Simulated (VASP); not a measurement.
Crystal: GaSb2.

```xyz
6
Lattice="-3.6336 3.6336 2.7449 3.6336 -3.6336 2.7449 3.6336 3.6336 -2.7449" Properties=species:S:1:pos:R:3 pbc="T T T"
Ga    0.0000    0.0000    1.3725
Ga    0.0000    0.0000    4.1174
Sb    1.0210    4.6546    0.0000
Sb    2.6126    1.0210    0.0000
Sb    2.6126   -1.0210    2.7449
Sb    1.0210    2.6126    2.7449
```

| Quantity | Value |
| --- | --- |
| Program | VASP 6.6.1 |
| Task | relaxation of cell and atoms |
| Functional | PBEsol |
| Potentials or basis | VASP PAW PBE potentials, release 64 (Ga_d, Sb) |
| Cutoff | 600 eV |
| k mesh | 8 × 8 × 8 |
| Occupations | gaussian, width 0.1 eV |
| Spin | no spin polarisation |

At the start: pressure 0.1 GPa; volume 24.16 Å³/atom.

Question: Where does the relaxation end?

Answer: Over 8 steps the energy falls by 6.2 meV/atom and the volume is 24.29 Å³/atom (+0.5 %); space group I4/mcm (No. 140, to 0.05 Å).

The path:
```tsv
step	energy change (eV)	largest force (eV/Å)	pressure (GPa)	volume (Å³)
1	0.0000	0.0041	0.07	144.97
2	-0.0159	0.0497	-0.06	145.18
3	-0.0303	0.1251	-0.33	145.73
4	-0.0332	0.1200	-0.28	145.59
5	-0.0348	0.0335	0.40	144.42
6	-0.0352	0.0621	0.18	144.79
7	-0.0368	0.0317	0.09	145.26
8	-0.0374	0.0021	-0.01	145.75
```

Final structure:
```
CELL_PARAMETERS angstrom
-3.69683 3.69683 2.66619
3.69683 -3.69683 2.66619
3.69683 3.69683 -2.66619
ATOMIC_POSITIONS crystal
Ga 0.25000 0.25000 0.00000
Ga 0.75000 0.75000 0.00000
Sb 0.63872 0.13872 0.77744
Sb 0.13872 0.36128 0.50000
Sb 0.36128 0.86128 0.22256
Sb 0.86128 0.63872 0.50000
```

Caveat: the PAW data sets were made with another functional, which shifts forces and pressure a little.
